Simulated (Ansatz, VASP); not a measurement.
## Two plane-wave programs on Sr

```
CELL_PARAMETERS angstrom
0.00000 2.90289 2.90289
2.90289 0.00000 2.90289
2.90289 2.90289 0.00000
ATOMIC_POSITIONS crystal
Sr 0.00000 0.00000 0.00000
```

Alike in both runs: task single point; functional LDA; k mesh 9 × 9 × 9; occupations methfessel-paxton of order 1, width 0.6 eV; no spin polarisation.

|  | VASP | Ansatz |
| --- | --- | --- |
| version | VASP 6.6.1 | Ansatz 0.2.0 |
| potentials or method | VASP PAW LDA potentials, release 64 (Sr_sv), cutoff 500 eV | plane waves (420 eV) with PAW, scalar-relativistic |
| valence electrons in the cell | 10 | 10 |

|  | VASP | Ansatz | Ansatz less VASP |
| --- | --- | --- | --- |
| pressure (GPa) | -0.1 | 0.0 | +0.01 |

Ansatz warns that its potentials were made for another functional, while VASP's fit it. LDA's correlation is that of Perdew and Zunger in VASP and of Perdew and Wang (1992) in Ansatz.
